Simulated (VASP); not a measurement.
Input of a VASP 6.6.1 run:

The input INCAR:

```
  ALGO = Normal
  EDIFF = 1E-6
  EDIFFG = -0.08
  ENCUT = 600
  GGA = PE
  IBRION = 2
  ISIF = 3
  ISMEAR = 0
  LASPH = T
  LCHARG = F
  LREAL = F
  LWAVE = F
  NELM = 60
  NSW = 36
  PREC = Accurate
  SIGMA = 0.2
```

File KPOINTS:

```
k-points
0
Gamma
  3 3 3
```

File POSCAR:

```
BiS7
1.0
    5.8072491000      0.0000000000      0.0000000000
    0.0000000000      5.8072491000      0.0000000000
    0.0000000000      0.0000000000      6.5976382800
Bi S
1 7
Direct
    0.0000000000      0.0000000000      0.5000000000
    0.7099161800      0.2461281500      0.0000000000
    0.2900838200      0.7538718500      0.0000000000
    0.7538718500      0.7099161800      0.0000000000
    0.2461281500      0.2900838200      0.0000000000
    0.0000000000      0.5000000000      0.5000000000
    0.5000000000      0.0000000000      0.5000000000
    0.0000000000      0.0000000000      0.0000000000
```

Potentials or basis: VASP PAW PBE potentials, release 64 (Bi_d, S).

Launch:

```bash
$ cat potpaw_PBE.64/Bi_d/POTCAR potpaw_PBE.64/S/POTCAR > POTCAR
$ mpirun -np 1 vasp_std > vasp.out
```

(1) What does it give for the relaxed volume?

(2) Estimate the band gap on the k mesh.

(3) Estimate the relaxed cell.

Answers

(1) 23.09 Å³/atom.

(2) zero (an odd number of electrons rules out a gap without spin polarisation).

(3) a = 5.705 Å, b = 5.705 Å, c = 5.676 Å, α = 90.00°, β = 90.00°, γ = 90.00°.

Caveat: the k points lie up to 0.37 Å⁻¹ apart in the final cell, too coarse for converged energies and pressures of a metal; the volume moved by over 15 % at a fixed basis, so the end points are rough; spin-orbit coupling is left out, which moves the levels of the heavy elements; an odd number of electrons without spin polarisation forces a metal; a magnetic or distorted state may lie lower.
